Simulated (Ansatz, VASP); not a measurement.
**AlO2 in VASP and in Ansatz**

```
Al O
1.0
     6.49967    0.17085   -0.10402
     0.17085    6.49816    0.04960
    -0.10402    0.04960    6.10669
Al O
7 14
Direct
  0.78237 0.26240 0.71210
  0.07319 0.07262 0.26865
  0.52634 0.68795 0.90008
  0.53696 0.91910 0.41328
  0.17365 0.94612 0.73526
  0.67781 0.40275 0.23684
  0.13127 0.44723 0.94179
  0.70150 0.40937 0.95818
  0.25349 0.64723 0.87160
  0.46961 0.17354 0.37180
  0.94960 0.02433 0.92774
  0.93003 0.83406 0.08557
  0.08410 0.31287 0.67252
  0.03853 0.35492 0.22324
  0.65152 0.70539 0.59924
  0.74258 0.49751 0.50616
  0.26831 0.87688 0.46629
  0.49805 0.94555 0.78371
  0.28606 0.10249 0.99839
  0.84014 0.08224 0.40787
  0.57611 0.72126 0.19886
```

Alike in both runs: task single point; functional PBE; k mesh 4 × 4 × 4; occupations fermi-dirac, width 0.2232 eV; no spin polarisation.

|  | VASP | Ansatz |
| --- | --- | --- |
| version | VASP 6.6.1 | Ansatz 0.2.0 |
| potentials or method | VASP PAW PBE potentials, release 64 (Al, O), cutoff 520 eV | scalar-relativistic, plane waves, PAW |
| valence electrons in the cell | 105 | 105 |

Ansatz gave:

```
rms of the force components (eV/Å) : 1.625
```

Question: Estimate VASP's values.

Answer: rms of the force components (eV/Å): 1.631.

Atom by atom the forces differ by 0.031 eV/Å (rms over components). The functional is the same, so the differences come from potentials, cutoffs and numerics.
